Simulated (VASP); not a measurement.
Here is a VASP 6.6.1 calculation.

INCAR

```
SYSTEM = Ge
PREC = Accurate ; ENCUT = 520
EDIFF = 1E-6 ; ISMEAR = 0
SIGMA = 0.020999999999999998 ; LREAL = .FALSE.
LASPH = .TRUE. ; NELM = 100
ALGO = Normal ; ISIF = 2
LWAVE = .FALSE. ; LCHARG = .TRUE.
GGA = PE ; LELF = .TRUE.
LVHAR = .TRUE. ; NBANDS = 36
```

Contents of KPOINTS:

```
Automatic mesh
0
G
  8 8 4
  0 0 0
```

The input POSCAR:

```
Ge
1.0
    3.9975858431      0.0000000000      0.0000000000
   -1.9987929216      3.4620108940      0.0000000000
    0.0000000000      0.0000000000      6.5993779500
Ge
4
Direct
    0.3333333333      0.6666666667      0.9370987500
    0.6666666667      0.3333333333      0.4370987500
    0.3333333333      0.6666666667      0.5629012500
    0.6666666667      0.3333333333      0.0629012500
```

Potentials or basis: VASP PAW PBE potentials, release 64 (Ge_d).

The run is started by

```bash
$ cat potpaw_PBE.64/Ge_d/POTCAR > POTCAR
$ mpirun -np 1 vasp_std > vasp.out
```

Problem. Estimate the pressure.

Solution. 2.9 GPa.

Problem. Estimate the largest force.

Solution. 0.019 eV/Å.

Stress tensor (GPa, compression positive):
```
2.95 0.00 0.00
0.00 2.95 0.00
0.00 0.00 2.72
```
